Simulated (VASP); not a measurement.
# TiSnS4 (Cmmm) in VASP: notebook, part 2 of 2

VASP 6.6.1. The steps go on from the part before.

**4. Single point, PBE**

This run uses another cell than the first one, of 21.92 Å³/atom.

Input file INCAR:

```
SYSTEM = TiSnS4
ALGO = Normal
EDIFF = 1E-6
ENCUT = 520
GGA = PE
ISIF = 2
ISMEAR = 0
LASPH = .True.
LCHARG = .True.
LELF = .True.
LREAL = .False.
LVHAR = .True.
LWAVE = .False.
NBANDS = 34
NELM = 80
PREC = Accurate
SIGMA = 0.1
```

Input file KPOINTS:

```
k-points
0
Gamma
  6 6 8
  0 0 0
```

Input file POSCAR:

```
TiSnS4
1.0
    4.1984975016     -4.2612309008      0.0000000000
    4.1984975016      4.2612309008      0.0000000000
    0.0000000000      0.0000000000      3.6761872551
Ti Sn S
1 1 4
Direct
    0.5000000000      0.5000000000      0.5000000000
    0.0000000000      0.0000000000      0.0000000000
    0.6841376847      0.3158623153      0.0000000000
    0.2042035959      0.2042035959      0.5000000000
    0.7957964041      0.7957964041      0.5000000000
    0.3158623153      0.6841376847      0.0000000000
```

Potentials or basis: VASP PAW PBE potentials, release 64 (Ti_sv, Sn_d, S).

Run with:

```bash
cat potpaw_PBE.64/Ti_sv/POTCAR potpaw_PBE.64/Sn_d/POTCAR potpaw_PBE.64/S/POTCAR > POTCAR
mpirun -np 1 vasp_std > vasp.out
```

OUTCAR:

```text
SYSTEM = TiSnS4
   EDIFF = 1E-6
   ENCUT = 520
   GGA = PE
   ISIF = 2
   ISMEAR = 0
   LASPH = .True.
   LREAL = .False.
   NELM = 80
   PREC = Accurate

 ion  position               nearest neighbor table
   1  0.500  0.500  0.500-   3 2.42   6 2.42   3 2.42   6 2.42   5 2.48   4 2.48
   2  0.000  0.000  0.000-   4 2.51   5 2.51   4 2.51   5 2.51   3 2.69   6 2.69
   3  0.684  0.316  0.000-   1 2.42   1 2.42   2 2.69
   4  0.204  0.204  0.500-   1 2.48   2 2.51   2 2.51
   5  0.796  0.796  0.500-   1 2.48   2 2.51   2 2.51
   6  0.316  0.684  0.000-   1 2.42   1 2.42   2 2.69

  LATTYP: Found a base centered orthorhombic cell.
 ALAT       =     8.3969950032
 B/A-ratio  =     1.0149418689
 C/A-ratio  =     0.4377979567

  Lattice vectors:

 A1 = (   4.1984975016,  -4.2612309008,   0.0000000000)
 A2 = (   4.1984975016,   4.2612309008,   0.0000000000)
 A3 = (   0.0000000000,   0.0000000000,   3.6761872551)

Analysis of symmetry for initial positions (statically):
=====================================================================
 Subroutine PRICEL returns:
 Original cell was already a primitive cell.

 Routine SETGRP: Setting up the symmetry group for a
 base centered orthorhombic supercell.

 Subroutine GETGRP returns: Found  8 space group operations
 (whereof  8 operations were pure point group operations)
 out of a pool of  8 trial point group operations.

The static configuration has the point symmetry D_2h.

Analysis of symmetry for dynamics (positions and initial velocities):
=====================================================================
 Subroutine PRICEL returns:
 Original cell was already a primitive cell.
[... 132 lines left out ...]
   EFERMI_NEDOS =   21; number of points for ismear=-14 and -15
   IALGO  =     38    algorithm
   IMIX   =      4    mixing-type and parameters
     AMIX     =   0.40;   BMIX     =  1.00
     AMIX_MAG =   1.60;   BMIX_MAG =  1.00
  volume/ion in A,a.u.               =      21.92       147.95
  Fermi-wavevector in a.u.,A,eV,Ry     =   1.185894  2.241015 19.134488  1.406345
  Thomas-Fermi vector in A             =   2.322078
   LORBIT       =      0    0 simple, 1 ext, 2 COOP (PROOUT), +10 PAW based schemes
   GGA     = PE    functional components
   LHFCALC =     F    Hartree Fock is set to
   AEXX    =    0.0000 exact exchange contribution
   IVDW    =     0    specifies the selected vdW correction
   LEPSILON=     F    determine dielectric tensor
   LRPA    =     F    only Hartree local field effects (RPA)
 non-spin polarized calculation
 Gauss-broadening in eV      SIGMA  =   0.10
  energy-cutoff  :      520.00
  volume of cell :      131.54
 maximum number of plane-waves:      3564
 NGX is ok and might be reduce to    48
   NGX = 23   NGY = 23   NGZ = 13

 number of electron      49.9999995 magnetization

 Free energy of the ion-electron system (eV)
  ---------------------------------------------------
  ext. energy  EPLUGINS =         0.00000000
  ---------------------------------------------------
  free energy    TOTEN  =       -32.15827147 eV

  energy without entropy =      -32.15474880  energy(sigma->0) =      -32.15651014

 E-fermi :   4.8494     XC(G=0):  -9.6079

 val. band max:        4.8190181537   @ k =   0.1667   0.1667   0.0000
 cond. band min:       4.8638618287   @ k =   0.5000   0.3333   0.0000
 fundamental gap:      0.0448436749
 Fermi energy:         4.8494003401

 k-point     1 :       0.0000    0.0000    0.0000
  band No.  band energies     occupation
      1     -52.9783      2.00000
      2     -29.2062      2.00000
      3     -29.1898      2.00000
      4     -29.1728      2.00000
      5     -17.0354      2.00000
      6     -16.9505      2.00000
[... 877 lines left out ...]
     33       9.9454      0.00000
     34      10.4580      0.00000

 [... further k-points ...]

------------------------ aborting loop because EDIFF is reached ----------------------------------------

  FORCE on cell =-STRESS in cart. coord.  units (eV):
  Direction    XX          YY          ZZ          XY          YZ          ZX
  --------------------------------------------------------------------------------------
  -------------------------------------------------------------------------------------
  Total       -0.0575820     -0.0337753     -0.0833909      0.0000000      0.0000000      0.0000000
  in kB       -0.7013597     -0.4113890     -1.0157164      0.0000000      0.0000000      0.0000000
  external PRESSURE =      -0.7094884 kB  Pullay stress =       0.0000000 kB

 VOLUME and BASIS-vectors are now :
 -----------------------------------------------------------------------------
  energy-cutoff  :      520.00
  volume of cell :      131.54
      direct lattice vectors                 reciprocal lattice vectors
     4.198497502 -4.261230901  0.000000000     0.119090222 -0.117336988  0.000000000
     4.198497502  4.261230901  0.000000000     0.119090222  0.117336988  0.000000000
     0.000000000  0.000000000  3.676187255     0.000000000  0.000000000  0.272020964

 POSITION                                       TOTAL-FORCE (eV/Angst)
 -----------------------------------------------------------------------------------
      4.19850      0.00000      1.83809         0.000000      0.000000      0.000000
      0.00000      0.00000      0.00000         0.000000     -0.000000      0.000000
      4.19850     -1.56931      0.00000         0.000000     -0.004387      0.000000
      1.71470      0.00000      1.83809        -0.008252      0.000000      0.000000
      6.68230      0.00000      1.83809         0.008252      0.000000     -0.000000
      4.19850      1.56931      0.00000         0.000000      0.004387      0.000000
 -----------------------------------------------------------------------------------
    total drift:                               -0.000000     -0.000000     -0.000000

  FREE ENERGIE OF THE ION-ELECTRON SYSTEM (eV)
  ---------------------------------------------------
  free  energy   TOTEN  =       -32.1582714746 eV

  energy  without entropy=      -32.1547488042  energy(sigma->0) =      -32.15651014
```

stdout:

```text
POSCAR found type information on POSCAR TiSnS
 POSCAR found :  3 types and       6 ions
 scaLAPACK will be used
 LDA part: xc-table for (Slater+PW92), standard interpolation
 POSCAR, INCAR and KPOINTS ok, starting setup
 FFT: planning ... GRIDC
 FFT: planning ... GRID_SOFT
 FFT: planning ... GRID
 WAVECAR not read
 entering main loop
```

Wall time 8.7 min (1 thread of Intel Xeon 8259CL, shared host); peak memory 0.43 GiB.

Results:

```
Free energy            : -32.1583 eV
Pressure               : -0.1 GPa
Largest force          : 0.008 eV/Å
Band gap on the k mesh : zero (bands 25 and 26 overlap by 0.38 eV)
```

Forces on the atoms (eV/Å):
```
Ti   0.000  0.000  0.000
Sn   0.000  0.000  0.000
S    0.000 -0.004  0.000
S   -0.008  0.000  0.000
S    0.008  0.000  0.000
S    0.000  0.004  0.000
```

Levels at points of the mesh, in eV from the Fermi level:
| k point | band 22 | band 23 | band 24 | band 25 | band 26 | band 27 | band 28 | band 29 |
| --- | --- | --- | --- | --- | --- | --- | --- | --- |
| (0.00, 0.00, 0.00) | -0.86 | -0.45 | -0.43 | -0.29 | 0.13 | 1.02 | 1.42 | 1.47 |
| (0.50, 0.00, 0.00) | -1.69 | -0.90 | -0.74 | -0.44 | 0.41 | 0.63 | 1.51 | 1.79 |
| (0.50, 0.50, 0.00) | -1.59 | -1.31 | -1.30 | -1.07 | -0.36 | 0.83 | 1.05 | 1.94 |
| (0.00, 0.00, 0.50) | -2.13 | -1.93 | -1.58 | -1.38 | 0.92 | 1.10 | 1.34 | 1.76 |
| (0.50, 0.00, 0.50) | -1.82 | -1.72 | -1.01 | -0.96 | 0.79 | 1.03 | 1.12 | 1.94 |
| (0.50, 0.50, 0.50) | -1.71 | -1.35 | -0.79 | -0.63 | 0.69 | 0.88 | 0.99 | 1.23 |

Caveat: spin-orbit coupling is left out, which moves the levels of the heavy elements.

**5. Relaxation of cell and atoms, PBE, collinear spin**

This run uses another cell than the first one, of 20.00 Å³/atom.

Input file INCAR:

```
SYSTEM = TiSnS4
ALGO = Normal
EDIFF = 1E-6
EDIFFG = -0.08
ENCUT = 600
GGA = PE
IBRION = 2
ISIF = 3
ISMEAR = 0
ISPIN = 2
LASPH = .TRUE.
LCHARG = .FALSE.
LMAXMIX = 4
LORBIT = 11
LREAL = .FALSE.
LWAVE = .FALSE.
MAGMOM = 1 0 0 0 0 0
NELM = 150
NSW = 36
PREC = Accurate
SIGMA = 0.15
```

Input file KPOINTS:

```
k-points
0
G
  2 2 3
  0 0 0
```

Input file POSCAR:

```
TiSnS4
1.0
    3.9150179500     -3.9819619900      0.0000000000
    3.9150179500      3.9819619900      0.0000000000
    0.0000000000      0.0000000000      3.8484206900
Ti Sn S
1 1 4
Direct
    0.5000000000      0.5000000000      0.5000000000
    0.0000000000      0.0000000000      0.0000000000
    0.3063420100      0.3063420100      0.0000000000
    0.1917250100      0.8082749900      0.5000000000
    0.8082749900      0.1917250100      0.5000000000
    0.6936579900      0.6936579900      0.0000000000
```

Run with:

```bash
cat potpaw_PBE.64/Ti_sv/POTCAR potpaw_PBE.64/Sn_d/POTCAR potpaw_PBE.64/S/POTCAR > POTCAR
mpirun -np 1 vasp_std > vasp.out
```

Wall time 16 min (1 thread of Intel Xeon 8259CL, shared host); peak memory 0.35 GiB.

Results (log left out):

```yaml
Free_energy: -32.0380 eV
Relaxed_volume: 22.03 Å³/atom
Relaxed_cell: a = 5.924 Å, b = 5.924 Å, c = 3.766 Å, α = 90.00°, β = 90.00°, γ = 89.41°
Space_group_after_relaxing_to_0.1_Å: Cmmm (No. 65)
Energy_gained_by_relaxing: 118.4 meV/atom
Ionic_steps: 9
Pressure_after_relaxing: 0.1 GPa
Largest_force_after_relaxing: 0.059 eV/Å
Band_gap_on_the_k_mesh: zero (filled and empty bands overlap)
Net_moment: 0.00 μB per cell
Valence_electrons_inside_the_program's_atomic_spheres: Ti 10.10; Sn 12.16; S 3.72
```

Forces in eV/Å, atoms in the order of the input:
```
Ti   0.000  0.000  0.000
Sn   0.000  0.000  0.000
S   -0.059  0.000  0.000
S    0.000 -0.007  0.000
S    0.000  0.007  0.000
S    0.059  0.000  0.000
```

Stress tensor (GPa, compression positive):
```
-0.03  0.00  0.00
 0.00  0.00  0.00
 0.00  0.00  0.19
```

The path:
```tsv
step	energy change (eV)	largest force (eV/Å)	pressure (GPa)	volume (Å³)
1	0.0000	1.9207	8.72	119.99
2	-0.5291	0.4208	-4.38	139.85
3	-0.5937	0.5947	-1.85	134.09
4	-0.6920	0.0904	0.32	131.34
5	-0.6939	0.1611	0.69	130.92
6	-0.7054	0.1465	-0.01	132.27
7	-0.7064	0.1389	-0.30	132.82
8	-0.7097	0.0864	-0.08	132.39
9	-0.7102	0.0586	0.05	132.16
```

Final structure:
```cif
data_structure
_symmetry_space_group_name_H-M 'P 1'
_symmetry_Int_Tables_number 1
_cell_length_a 5.9237
_cell_length_b 5.9237
_cell_length_c 3.7664
_cell_angle_alpha 90.000
_cell_angle_beta 90.000
_cell_angle_gamma 89.409
_cell_volume 132.16
loop_
_atom_site_label
_atom_site_type_symbol
_atom_site_fract_x
_atom_site_fract_y
_atom_site_fract_z
_atom_site_occupancy
Ti1 Ti 0.50000 0.50000 0.50000 1
Sn1 Sn 0.00000 0.00000 0.00000 1
S1 S 0.31738 0.31738 0.00000 1
S2 S 0.20524 0.79476 0.50000 1
S3 S 0.79476 0.20524 0.50000 1
S4 S 0.68262 0.68262 0.00000 1
```

Levels at points of the mesh, in eV from the Fermi level:
Spin up:
| k point | band 23 | band 24 | band 25 | band 26 | band 27 | band 28 |
| --- | --- | --- | --- | --- | --- | --- |
| (0.00, 0.00, 0.00) | -0.23 | -0.14 | 0.02 | 0.45 | 1.33 | 1.66 |
| (0.50, 0.00, 0.00) | -0.55 | -0.50 | -0.12 | 0.74 | 0.89 | 1.75 |
| (0.50, 0.50, 0.00) | -1.22 | -1.05 | -0.71 | -0.16 | 1.16 | 1.36 |
Spin down:
| k point | band 21 | band 22 | band 23 | band 24 | band 25 | band 26 | band 27 | band 28 | band 29 | band 30 |
| --- | --- | --- | --- | --- | --- | --- | --- | --- | --- | --- |
| (0.00, 0.00, 0.00) | -1.34 | -0.70 | -0.23 | -0.14 | 0.02 | 0.45 | 1.33 | 1.66 | 1.77 | 3.03 |
| (0.50, 0.00, 0.00) | -1.60 | -1.44 | -0.55 | -0.50 | -0.12 | 0.74 | 0.89 | 1.75 | 2.00 | 3.18 |
| (0.50, 0.50, 0.00) | -1.43 | -1.35 | -1.22 | -1.05 | -0.71 | -0.16 | 1.16 | 1.36 | 2.19 | 3.65 |

Caveat: the k points lie up to 0.56 Å⁻¹ apart in the final cell; spin-orbit coupling is left out, which moves the levels of the heavy elements; the relaxation stopped at a loose force limit of 0.08 eV/Å, so its end isn't a converged minimum.

**6. The runs side by side**

| task | spin | cell | k mesh | cutoff (eV) | smearing | gap on the mesh (eV) | pressure (GPa) | moment (μB) | relaxed volume (Å³/atom) | largest force (eV/Å) |
| --- | --- | --- | --- | --- | --- | --- | --- | --- | --- | --- |
| relaxation of cell and atoms | off | relaxed from a = 5.912, b = 5.912, c = 3.776 Å, angles 90.0, 90.0, 90.5°, 6 atoms, atomic positions A | 6 × 6 × 8 | 600 | gaussian 0.1 eV | none | 0.0 | - | 21.93 | 0.01 |
| single point | collinear | a = 5.912, b = 5.912, c = 3.776 Å, angles 90.0, 90.0, 89.5°, 6 atoms, atomic positions B | 2 × 2 × 3 | 520 | gaussian 0.15 eV | none | 0.1 | 0.00 | - | 0.01 |
| single point | off | a = 5.982, b = 5.982, c = 3.676 Å, angles 90.0, 90.0, 90.8°, 6 atoms, atomic positions C | 6 × 6 × 8 | 520 | gaussian 0.1 eV | none | -0.1 | - | - | 0.01 |
| relaxation of cell and atoms | collinear | relaxed from a = 5.584, b = 5.584, c = 3.848 Å, angles 90.0, 90.0, 91.0°, 6 atoms, atomic positions D | 2 × 2 × 3 | 600 | gaussian 0.15 eV | none | 0.1 | 0.00 | 22.03 | 0.06 |

Alike in all rows: level PBE; potentials or basis VASP PAW PBE potentials, release 64 (Ti_sv, Sn_d, S).

Caveats: some runs use coarse meshes; spin-orbit coupling is left out, which moves the levels of the heavy elements; the relaxation stopped at a loose force limit of 0.08 eV/Å, so its end isn't a converged minimum (at least some runs).

Total energies depend on the potentials used, so only differences within one code and one set of settings carry meaning.

The gap in the log of VASP goes by the Fermi energy; the results here count the filled bands.